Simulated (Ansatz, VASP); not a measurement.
# PbS: VASP beside Ansatz

```
CELL_PARAMETERS angstrom
4.99703 0.00000 0.00000
-2.49852 4.32755 0.00000
0.00000 0.00000 5.99770
ATOMIC_POSITIONS crystal
Pb 0.33333 0.66667 0.93592
Pb 0.66667 0.33333 0.43592
S 0.33333 0.66667 0.43908
S 0.66667 0.33333 0.93908
```

Alike in both runs: task single point; functional PBE; k mesh 6 × 6 × 4; no spin polarisation.

|  | VASP | Ansatz |
| --- | --- | --- |
| version | VASP 6.6.1 | Ansatz 0.2.0 |
| potentials or method | VASP PAW PBE potentials, release 64 (Pb_d, S) | plane waves, PAW |
| plane-wave cutoff (eV) | 520 | 420 |
| occupations | gaussian, width 0.01 eV | fixed |
| valence electrons in the cell | 40 | 40 |

Ansatz gave:

| Item | Value |
| --- | --- |
| gap on the k mesh at the Fermi level (eV) | 1.42 |

What did VASP give for the same quantities?

gap on the k mesh at the Fermi level (eV): 1.43.

Spin-orbit coupling is off throughout.
